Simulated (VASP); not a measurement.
Wanted: the native input for a VASP 6.6.1 run.

```yaml
Task: single point
Functional: PBEsol
Potentials_or_basis: VASP PAW PBE potentials, release 64 (Cl)
Cutoff: 520 eV
k_mesh: 2 × 2 × 1, shifted
Occupations: gaussian, width 0.1 eV
Spin: no spin polarisation
Dipole_correction: no
Further_INCAR_settings: LREAL = Auto; ALGO = Normal; EDIFF = 1e-07; NBANDS = 70; ISYM = 0
```

The structure of Cl lies in POSCAR:

```
Cl
1.0
   -6.2400000000     -4.4800000000      0.0000000000
    6.2400000000     -4.4800000000      0.0000000000
    0.0000000000      0.0000000000      8.2600000000
Cl
16
Direct
    0.0650000000      0.0650000000      0.1000000000
    0.5650000000      0.0650000000      0.1000000000
    0.0650000000      0.5650000000      0.1000000000
    0.5650000000      0.5650000000      0.1000000000
    0.3150000000      0.3150000000      0.4000000000
    0.8150000000      0.3150000000      0.4000000000
    0.3150000000      0.8150000000      0.4000000000
    0.8150000000      0.8150000000      0.4000000000
    0.4350000000      0.4350000000      0.9000000000
    0.9350000000      0.4350000000      0.9000000000
    0.4350000000      0.9350000000      0.9000000000
    0.9350000000      0.9350000000      0.9000000000
    0.1850000000      0.1850000000      0.6000000000
    0.6850000000      0.1850000000      0.6000000000
    0.1850000000      0.6850000000      0.6000000000
    0.6850000000      0.6850000000      0.6000000000
```

The input as run:

INCAR

```
SYSTEM = Cl
PREC = Accurate
ENCUT = 520
EDIFF = 1E-7
ISMEAR = 0
SIGMA = 0.1
LREAL = Auto
LASPH = .TRUE.
NELM = 80
ALGO = Normal
ISIF = 2
LWAVE = .FALSE.
LCHARG = .TRUE.
GGA = PS
LELF = .TRUE.
LVHAR = .TRUE.
ISYM = 0
NBANDS = 70
```

KPOINTS

```
Automatic mesh
0
Gamma
  2 2 1
  0.5 0.5 0
```

Potentials or basis: VASP PAW PBE potentials, release 64 (Cl).

Launch:

```bash
$ cat potpaw_PBE.64/Cl/POTCAR > POTCAR
$ mpirun -np 1 vasp_std > vasp.out
```

It gave:

The pressure is -1.4 GPa, the largest force is 0.354 eV/Å and the band gap on the k mesh is 2.48 eV.

Caveat: the k points lie up to 0.76 Å⁻¹ apart; this functional lacks dispersion, which holds the molecules together, so the pressure and a relaxed volume are unreliable; the PAW data sets were made with another functional, which shifts forces and pressure a little; a shifted mesh leaves out Γ, where band edges can lie.

Wall time 2.8 min on 1 thread of Oxide Virtual Turin-like Processor, on a shared host, peak memory 0.42 GiB.
